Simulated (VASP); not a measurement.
# Mo (P-3m1) in VASP: single point with PBE

Aim: the single point of Mo with PBE.

Program: VASP 6.6.1. These are calculated values, not measurements. Logs are shortened: lines on timing, memory, paths and dates and some standing lists are left out, and cuts for length are marked.

### Step 1. The cell of the first run

The structure is trigonal, space group P-3m1 (No. 164). Conventional cell: a = 2.774 Å, b = 2.774 Å, c = 19.296 Å, α = 90.00°, β = 90.00°, γ = 120.00°. Mo (site symmetry 3m) has 12 Mo at 2.77 to 2.89 Å within 3.7 Å. Mo (site symmetry 3m) has 12 Mo at 2.77 to 2.90 Å within 3.7 Å. Within 3.7 Å of Mo (site symmetry 3m) lie 12 Mo at 2.77 to 2.91 Å. Within 3.7 Å of Mo (site symmetry 3m) lie 12 Mo at 2.77 to 2.89 Å.

The cell was built from a structure type or drawn by symmetry, and may not be a known phase.

### Step 2. Single point, PBE

Contents of INCAR:

```
PREC     = Accurate       # precision mode
ENCUT    = 520            # plane-wave cutoff, eV
EDIFF    = 1E-6           # SCF threshold, eV
ISMEAR   = 0              # smearing method
SIGMA    = 0.1            # smearing width, eV
LREAL    = False          # projectors in reciprocal space
LASPH    = True           # aspherical terms in the spheres
NELM     = 100            # most SCF steps
ALGO     = Fast           # electronic algorithm
ISIF     = 2              # what is computed and relaxed
LWAVE    = False          # write WAVECAR
LCHARG   = False          # write CHGCAR
GGA      = PE             # functional
NBANDS   = 66             # bands
```

Contents of KPOINTS:

```
Automatic mesh
0
Gamma
  18 18 2
```

Contents of POSCAR:

```
Mo
1.0
    2.7742705160      0.0000000000      0.0000000000
   -1.3871352580      2.4025887438      0.0000000000
    0.0000000000      0.0000000000     19.2964654803
Mo
8
Direct
    0.0000000000      0.0000000000      0.6872288526
    0.3333333333      0.6666666667      0.8116798542
    0.6666666667      0.3333333333      0.9368950730
    0.3333333333      0.6666666667      0.0631049270
    0.6666666667      0.3333333333      0.1883201458
    0.0000000000      0.0000000000      0.3127711474
    0.3333333333      0.6666666667      0.4375590985
    0.6666666667      0.3333333333      0.5624409015
```

Potentials or basis: VASP PAW PBE potentials, release 64 (Mo_sv).

Launch:

```console
$ cat potpaw_PBE.64/Mo_sv/POTCAR > POTCAR
$ mpirun -np 1 vasp_std > vasp.out
```

OUTCAR:

```text
PREC = Accurate
   ENCUT = 520
   EDIFF = 1E-6
   ISMEAR = 0
   LREAL = False
   LASPH = True
   NELM = 100
   ISIF = 2
   GGA = PE

 ion  position               nearest neighbor table
   1  0.000  0.000  0.687-   2 2.89   2 2.89   2 2.89   8 2.89   8 2.89   8 2.89
   2  0.333  0.667  0.812-   1 2.89   1 2.89   1 2.89   3 2.90   3 2.90   3 2.90
   3  0.667  0.333  0.937-   2 2.90   2 2.90   2 2.90   4 2.91   4 2.91   4 2.91
   4  0.333  0.667  0.063-   5 2.90   5 2.90   5 2.90   3 2.91   3 2.91   3 2.91
   5  0.667  0.333  0.188-   6 2.89   6 2.89   6 2.89   4 2.90   4 2.90   4 2.90
   6  0.000  0.000  0.313-   5 2.89   5 2.89   5 2.89   7 2.89   7 2.89   7 2.89
   7  0.333  0.667  0.438-   6 2.89   6 2.89   6 2.89   8 2.89   8 2.89   8 2.89
   8  0.667  0.333  0.562-   1 2.89   1 2.89   1 2.89   7 2.89   7 2.89   7 2.89

  LATTYP: Found a hexagonal cell.
 ALAT       =     2.7742705160
 C/A-ratio  =     6.9555096985

  Lattice vectors:

 A1 = (   2.7742705160,   0.0000000000,   0.0000000000)
 A2 = (  -1.3871352580,   2.4025887438,   0.0000000000)
 A3 = (   0.0000000000,   0.0000000000,  19.2964654803)

Analysis of symmetry for initial positions (statically):
=====================================================================
 Subroutine PRICEL returns:
 Original cell was already a primitive cell.

 Routine SETGRP: Setting up the symmetry group for a
 hexagonal supercell.

 Subroutine GETGRP returns: Found 12 space group operations
 (whereof 12 operations were pure point group operations)
 out of a pool of 24 trial point group operations.

The static configuration has the point symmetry D_3d.

Analysis of symmetry for dynamics (positions and initial velocities):
=====================================================================
 Subroutine PRICEL returns:
 Original cell was already a primitive cell.

 Routine SETGRP: Setting up the symmetry group for a
 hexagonal supercell.

 Subroutine GETGRP returns: Found 12 space group operations
 (whereof 12 operations were pure point group operations)
 out of a pool of 24 trial point group operations.

The dynamic configuration has the point symmetry D_3d.

 Subroutine INISYM returns: Found 12 space group operations
 (whereof 12 operations are pure point group operations),
 and found     1 'primitive' translations

----------------------------------------------------------------------------------------

                                     Primitive cell

  volume of cell :     128.6193

  direct lattice vectors                    reciprocal lattice vectors
     2.774270516  0.000000000  0.000000000     0.360455116  0.208108858  0.000000000
    -1.387135258  2.402588744  0.000000000     0.000000000  0.416217716  0.000000000
     0.000000000  0.000000000 19.296465480     0.000000000  0.000000000  0.051822962

  length of vectors
     2.774270516  2.774270516 19.296465480     0.416217716  0.416217716  0.051822962

  position of ions in fractional coordinates (direct lattice)
     0.000000000  0.000000000  0.687228853
     0.333333333  0.666666667  0.811679854
     0.666666667  0.333333333  0.936895073
     0.333333333  0.666666667  0.063104927
     0.666666667  0.333333333  0.188320146
     0.000000000  0.000000000  0.312771147
     0.333333333  0.666666667  0.437559099
     0.666666667  0.333333333  0.562440901

  ion indices of the primitive-cell ions
   primitive index   ion index
                 1           1
                 2           2
                 3           3
                 4           4
                 5           5
                 6           6
                 7           7
                 8           8

----------------------------------------------------------------------------------------

 KPOINTS: Automatic mesh

Automatic generation of k-mesh.
 Grid dimensions read from file:
 generate k-points for:   18   18    2

 Generating k-lattice:

  Cartesian coordinates                     Fractional coordinates (reciprocal lattice)
     0.020025284  0.011561603  0.000000000     0.055555556  0.000000000  0.000000000
     0.000000000  0.023123206  0.000000000     0.000000000  0.055555556  0.000000000
     0.000000000  0.000000000  0.025911481     0.000000000  0.000000000  0.500000000

  Length of vectors
     0.023123206  0.023123206  0.025911481

  Shift w.r.t. Gamma in fractional coordinates (k-lattice)
     0.000000000  0.000000000  0.000000000

 Subroutine IBZKPT returns following result:
 ===========================================

 Found     74 irreducible k-points:

 Following reciprocal coordinates:
            Coordinates               Weight
  0.000000  0.000000  0.000000      1.000000
  0.055556  0.000000  0.000000      6.000000
  0.111111  0.000000  0.000000      6.000000
  0.166667 -0.000000  0.000000      6.000000
  0.222222  0.000000  0.000000      6.000000
  0.277778 -0.000000  0.000000      6.000000
[... 16 lines left out ...]
  0.333333  0.111111  0.000000     12.000000
  0.388889  0.111111  0.000000     12.000000
 [... further k-points ...]
   k-points           NKPTS =     74   k-points in BZ     NKDIM =     74   number of bands    NBANDS=     66
   number of dos      NEDOS =    301   number of ions     NIONS =      8
   total plane-waves  NPLWV =  82944
   dimension x,y,z NGX =    24 NGY =   24 NGZ =  144
   dimension x,y,z NGXF=    48 NGYF=   48 NGZF=  288
   ions per type =               8
   NGX,Y,Z   is equivalent  to a cutoff of  14.38, 14.38, 12.41 a.u.
   NGXF,Y,Z  is equivalent  to a cutoff of  28.76, 28.76, 24.81 a.u.
 SYSTEM =  unknown system
   PREC   = accura    normal or accurate (medium, high low for compatibility)
   ISTART =      0    job   : 0-new  1-cont  2-samecut
   ICHARG =      2    charge: 1-file 2-atom 10-const
   ISPIN  =      1    spin polarized calculation?
   LNONCOLLINEAR =      F non collinear calculations
   LSORBIT =      F    spin-orbit coupling
   LASPH  =      T    aspherical Exc in radial PAW
   ENCUT  =  520.0 eV  38.22 Ry    6.18 a.u.   5.16  5.16 35.88*2*pi/ulx,y,z
   NELM   =    100;   NELMIN=  2; NELMDL= -5     # of ELM steps
   EDIFF  = 0.1E-05   stopping-criterion for ELM
   LREAL  =      F    real-space projection
   EDIFFG = 0.1E-04   stopping-criterion for IOM
   NSW    =      0    number of steps for IOM
   IBRION =     -1    ionic relax: 0-MD 1-quasi-New 2-CG
   NFREE  =      0    steps in history (QN), initial steepest desc. (CG)
   ISIF   =      2    stress and relaxation
   ISYM   =      2    0-nonsym 1-usesym 2-fastsym
   POTIM  = 0.5000    time-step for ionic-motion
   TEBEG  =    0.0;   TEEND  =   0.0 temperature during run
   PSTRESS=    0.0 pullay stress
   NELECT =     112.0000    total number of electrons
   NUPDOWN=      -1.0000    fix difference up-down
   EMIN   =  10.00;   EMAX   =-10.00  energy-range for DOS
   EFERMI =   0.00;   METHOD = LEGACY
   ISMEAR =     0;   SIGMA  =   0.10  broadening in eV -4-tet -1-fermi 0-gaus
   EFERMI_NEDOS =   21; number of points for ismear=-14 and -15
   IALGO  =     68    algorithm
   IMIX   =      4    mixing-type and parameters
     AMIX     =   0.40;   BMIX     =  1.00
     AMIX_MAG =   1.60;   BMIX_MAG =  1.00
  volume/ion in A,a.u.               =      16.08       108.50
  Fermi-wavevector in a.u.,A,eV,Ry     =   1.563311  2.954230 33.251858  2.443943
  Thomas-Fermi vector in A             =   2.666101
   LORBIT       =      0    0 simple, 1 ext, 2 COOP (PROOUT), +10 PAW based schemes
   GGA     = PE    functional components
   LHFCALC =     F    Hartree Fock is set to
   AEXX    =    0.0000 exact exchange contribution
   IVDW    =     0    specifies the selected vdW correction
   LEPSILON=     F    determine dielectric tensor
   LRPA    =     F    only Hartree local field effects (RPA)
 non-spin polarized calculation
 RMM-DIIS sequential band-by-band and
 Gauss-broadening in eV      SIGMA  =   0.10
  energy-cutoff  :      520.00
  volume of cell :      128.62
 maximum number of plane-waves:      3486
 NGX is ok and might be reduce to    24
   NGX = 11   NGY = 11   NGZ = 71

 number of electron     112.0000003 magnetization

 Free energy of the ion-electron system (eV)
  ---------------------------------------------------
  ext. energy  EPLUGINS =         0.00000000
  ---------------------------------------------------
  free energy    TOTEN  =       -84.11390201 eV

  energy without entropy =      -84.06024472  energy(sigma->0) =      -84.08707336

 E-fermi :  11.8103     XC(G=0): -13.2119

 val. band max:       11.8087977974   @ k =   0.2222   0.1667   0.0000
 cond. band min:      11.8147151767   @ k =   0.3333   0.0556   0.0000
 fundamental gap:      0.0059173793
 Fermi energy:        11.8103395334

 k-point     1 :       0.0000    0.0000    0.0000
  band No.  band energies     occupation
      1     -49.0079      2.00000
      2     -48.9730      2.00000
      3     -48.9679      2.00000
      4     -48.9173      2.00000
      5     -48.9094      2.00000
      6     -48.8608      2.00000
[... 58 lines left out ...]
     65      13.4510      0.00000
     66      13.7084      0.00000

 k-point     2 :       0.0556    0.0000    0.0000
  band No.  band energies     occupation
      1     -49.0014      2.00000
      2     -48.9666      2.00000
      3     -48.9616      2.00000
      4     -48.9118      2.00000
      5     -48.9038      2.00000
      6     -48.8560      2.00000
[... 58 lines left out ...]
     65      13.2930      0.00000
     66      13.4064      0.00000

 k-point     3 :       0.1111    0.0000    0.0000
  band No.  band energies     occupation
      1     -48.9825      2.00000
      2     -48.9479      2.00000
      3     -48.9434      2.00000
      4     -48.8959      2.00000
      5     -48.8876      2.00000
      6     -48.8421      2.00000
[... 1438 lines left out ...]
     65      14.1711      0.00000
     66      14.4970      0.00000

 k-point    24 :       0.3889    0.1111    0.0000
  band No.  band energies     occupation
      1     -48.7758      2.00000
      2     -48.7525      2.00000
      3     -48.7372      2.00000
      4     -48.7281      2.00000
      5     -48.7167      2.00000
      6     -48.7059      2.00000
[... 58 lines left out ...]
     65      14.9698      0.00000
     66      15.0150      0.00000

 [... further k-points ...]

------------------------ aborting loop because EDIFF is reached ----------------------------------------

  FORCE on cell =-STRESS in cart. coord.  units (eV):
  Direction    XX          YY          ZZ          XY          YZ          ZX
  --------------------------------------------------------------------------------------
  -------------------------------------------------------------------------------------
  Total        0.3879899      0.3879899      0.3303395     -0.0000000      0.0000000      0.0000000
  in kB        4.8330907      4.8330907      4.1149552     -0.0000000      0.0000000      0.0000000
  external PRESSURE =       4.5937122 kB  Pullay stress =       0.0000000 kB

 VOLUME and BASIS-vectors are now :
 -----------------------------------------------------------------------------
  energy-cutoff  :      520.00
  volume of cell :      128.62
      direct lattice vectors                 reciprocal lattice vectors
     2.774270516  0.000000000  0.000000000     0.360455116  0.208108858  0.000000000
    -1.387135258  2.402588744  0.000000000     0.000000000  0.416217716  0.000000000
     0.000000000  0.000000000 19.296465480     0.000000000  0.000000000  0.051822962

 POSITION                                       TOTAL-FORCE (eV/Angst)
 -----------------------------------------------------------------------------------
      0.00000      0.00000     13.26109         0.000000      0.000000     -0.000008
     -0.00000      1.60173     15.66255         0.000000     -0.000000      0.001171
      1.38714      0.80086     18.07876         0.000000     -0.000000      0.001307
     -0.00000      1.60173      1.21770        -0.000000      0.000000     -0.001307
      1.38714      0.80086      3.63391        -0.000000      0.000000     -0.001171
      0.00000      0.00000      6.03538         0.000000      0.000000      0.000008
     -0.00000      1.60173      8.44334         0.000000      0.000000     -0.000157
      1.38714      0.80086     10.85312        -0.000000      0.000000      0.000157
 -----------------------------------------------------------------------------------
    total drift:                               -0.000000      0.000000      0.000000

  FREE ENERGIE OF THE ION-ELECTRON SYSTEM (eV)
  ---------------------------------------------------
  free  energy   TOTEN  =       -84.1139020065 eV

  energy  without entropy=      -84.0602447183  energy(sigma->0) =      -84.08707336
```

It took 18 min on 1 thread of AMD EPYC 9R45 (Zen 5), shared host; peak memory 0.51 GiB.

Results:

- Free energy: -84.1139 eV
- Pressure: 0.5 GPa
- Band gap on the k mesh: zero (bands 56 and 57 overlap by 1.60 eV)
